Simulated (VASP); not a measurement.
A run of VASP 6.6.1 is set up as follows.

Contents of INCAR:

```
SYSTEM = NiO
  ALGO = Normal
  EDIFF = 1E-7
  EDIFFG = -0.005
  ENCUT = 600
  GGA = PE
  IBRION = 2
  ISIF = 3
  ISMEAR = -1
  ISPIN = 2
  LASPH = .True.
  LCHARG = .False.
  LMAXMIX = 4
  LORBIT = 11
  LREAL = .False.
  LWAVE = .False.
  MAGMOM = 1.5 0
  NELM = 150
  NSW = 100
  PREC = Accurate
  SIGMA = 0.03
```

File KPOINTS:

```
k-points
0
Gamma
  14 14 14
  0 0 0
```

Contents of POSCAR:

```
NiO
1.0
    0.0000000000      2.2322827293      2.2322827293
    2.2322827293      0.0000000000      2.2322827293
    2.2322827293      2.2322827293      0.0000000000
Ni O
1 1
Direct
    0.0000000000      0.0000000000      0.0000000000
    0.2500000000      0.2500000000      0.2500000000
```

Potentials or basis: VASP PAW PBE potentials, release 64 (Ni, O).

Run with:

```sh
$ cat potpaw_PBE.64/Ni/POTCAR potpaw_PBE.64/O/POTCAR > POTCAR
$ mpirun -np 1 vasp_std > vasp.out
```

(1) What does it give for the relaxed volume?

(2) Predict the site moments.

(3) What does it give for the space group after relaxing (to 0.05 Å)?

## Answers

(1) 11.25 Å³/atom.

(2) Ni +1.50; O +0.36 μB.

(3) F-43m (No. 216).

Caveat: a cell with one magnetic atom can't hold antiferromagnetic order, which such compounds often take.
